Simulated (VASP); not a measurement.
Input of a VASP 6.6.1 run:

INCAR

```
SYSTEM = Si17O32
  PREC = Accurate
  ENCUT = 520
  EDIFF = 1E-6
  ISMEAR = 0
  SIGMA = 0.02
  LREAL = Auto
  LASPH = .TRUE.
  NELM = 120
  ALGO = Normal
  ISIF = 2
  LWAVE = .FALSE.
  LCHARG = .FALSE.
  GGA = PS
  NBANDS = 160
  GGA_COMPAT = .FALSE.
  KPAR = 2
  NCORE = 2
```

The input KPOINTS:

```
regular mesh
0
G
  2 2 2
  0 0 0
```

Contents of POSCAR:

```
Si17O32
1.0
  -10.0895850000      0.0000000000      0.0000000000
    0.0000000000     -8.6670390000      0.0000000000
   -0.2390190000      0.0000000000      8.3166190000
Si O
17 32
Direct
    0.4457774267      0.6235716719      0.6790705454
    0.4513279887      0.3163097570      0.8330002853
    0.4520660457      0.3243345276      0.2026918631
    0.4387693006      0.6558937833      0.3228523514
    0.2160506665      0.1538563516      0.7051800738
    0.2414409879      0.8216741612      0.8279995753
    0.2080458827      0.8319901410      0.1984544440
    0.1997243446      0.1622829896      0.3347610369
    0.9920982448      0.6849329973      0.7274000408
    0.9741546299      0.3430226863      0.8396615259
    0.9527075209      0.3328999673      0.2186331970
    0.9537874783      0.6724683020      0.3504832913
    0.7201905350      0.1837109536      0.7182917722
    0.7626422146      0.8517831753      0.8557334417
    0.7008048304      0.8268973983      0.2251833347
    0.6968020207      0.1653955867      0.3433400039
    0.6715806931      0.5835850052      0.6134638367
    0.4350260189      0.2644906755      0.0196177076
    0.4241540696      0.5089297510      0.2038936736
    0.5951785522      0.7117578449      0.3203779084
    0.3801553603      0.6064128706      0.4991284319
    0.6102306428      0.3083770593      0.7865695182
    0.7028814028      0.7411113530      0.7210570786
    0.3931424685      0.4881915265      0.8057461812
    0.5987178200      0.2962033516      0.2729936288
    0.2094890913      0.7772247246      0.0135428832
    0.1742338431      1.0136282991      0.2212829516
    0.3492627517      0.2277390237      0.3156685427
    0.1766018703      0.1157332972      0.5220941346
    0.3925561719      0.7859901173      0.7652158888
    0.3712670634      0.2025538364      0.7152921157
    0.1985517547      0.0002163369      0.8120701453
    0.3562559128      0.8035562088      0.2626514453
    0.9473345309      0.3013867827      0.0271264080
    0.9179077380      0.5102761162      0.2648318986
    0.1014405558      0.7267764689      0.2965408178
    0.9454637123      0.6642049263      0.5444860466
    0.1213719341      0.2890793499      0.7798273553
    0.1496655965      0.7143570024      0.7168268740
    0.9572863413      0.5277865947      0.8246168305
    0.0992854265      0.2977077869      0.2834638692
    0.7079802020      0.7959622658      0.0324809878
    0.6584802595      1.0042541634      0.2575086102
    0.8484282413      0.2147758883      0.3033279509
    0.6822957774      0.1413730802      0.5361613896
    0.9230990573      0.8283458745      0.8285475143
    0.8666625345      0.2584309359      0.7279533907
    0.7173148569      0.0290952885      0.8287992993
    0.8458734704      0.7996935286      0.2974396206
```

Potentials or basis: VASP PAW PBE potentials, release 64 (Si, O).

Launch:

```console
$ cat potpaw_PBE.64/Si/POTCAR potpaw_PBE.64/O/POTCAR > POTCAR
$ mpirun -np 4 vasp_std > vasp.out
```

(1) Predict the band gap on the k mesh.

(2) What does it give for the largest force?

## Answers

(1) 1.97 eV.

(2) 0.066 eV/Å.

Caveat: the PAW data sets were made with another functional, which shifts forces and pressure a little.
